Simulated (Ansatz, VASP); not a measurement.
# Two plane-wave programs on Sb

Contents of INCAR:

```
  ALGO = Normal
  EDIFF = 1E-8
  ENCUT = 520
  GGA = PS
  ISIF = 2
  ISMEAR = -1
  LASPH = True
  LCHARG = False
  LEFG = True
  LREAL = False
  LWAVE = False
  NBANDS = 8
  NELM = 60
  PREC = Accurate
  SIGMA = 0.05
```

KPOINTS

```
k-points
0
Gamma
  19 19 19
```

POSCAR

```
Sb
1.0
   -1.4742770936      1.4742770936      2.4293735496
    1.4742770936     -1.4742770936      2.4293735496
    1.4742770936      1.4742770936     -2.4293735496
Sb
1
Direct
    0.0000000000      0.0000000000      0.0000000000
```

Input for Ansatz:

```yaml
crystal:
  lattice:
    - [-1.4742770936, 1.4742770936, 2.4293735496]
    - [1.4742770936, -1.4742770936, 2.4293735496]
    - [1.4742770936, 1.4742770936, -2.4293735496]
  atoms:
    - { symbol: Sb, position: [0.0, 0.0, 0.0] }
kpoints:
  mp_grid: { grid: [19, 19, 19] }
scf:
  occupations: { method: fermi_dirac, width: 0.05 }
hamiltonian:
  xc: pbesol
  pseudopotentials: { kind: paw }
output:
  forces: true
  stress: true
  eigenvalues: true
  efg: { contact_densities: true }
```

Change from the starting cell: volume scaled by 0.94, PAW files.

Alike in both runs: task electric field gradients; functional PBEsol; k mesh 19 × 19 × 19; occupations fermi-dirac, width 0.05 eV; no spin polarisation.

```csv
,VASP,Ansatz
version,VASP 6.6.1,Ansatz 0.2.0
potentials or method,"VASP PAW PBE potentials, release 64 (Sb)","PAW with Ansatz's default frozen-core files, scalar-relativistic"
plane-wave cutoff (eV),520,420
valence electrons in the cell,5,15
```

|  | VASP | Ansatz | Ansatz less VASP |
| --- | --- | --- | --- |
| pressure (GPa) | 24.7 | 24.3 | -0.40 |
| traceless stress, the component that is largest in VASP (GPa) | -2.33 | -2.17 | +0.158 |
| size of Vzz on the site where it differs most (V/Å²) | 36.8 | 35.3 | -1.45 |

VASP's potentials were made for PBE, not for PBEsol. VASP's potentials hold 5 valence electrons a cell and Ansatz's 15, so a difference there can come from the potentials and not from the codes.

Spin-orbit coupling is off throughout.
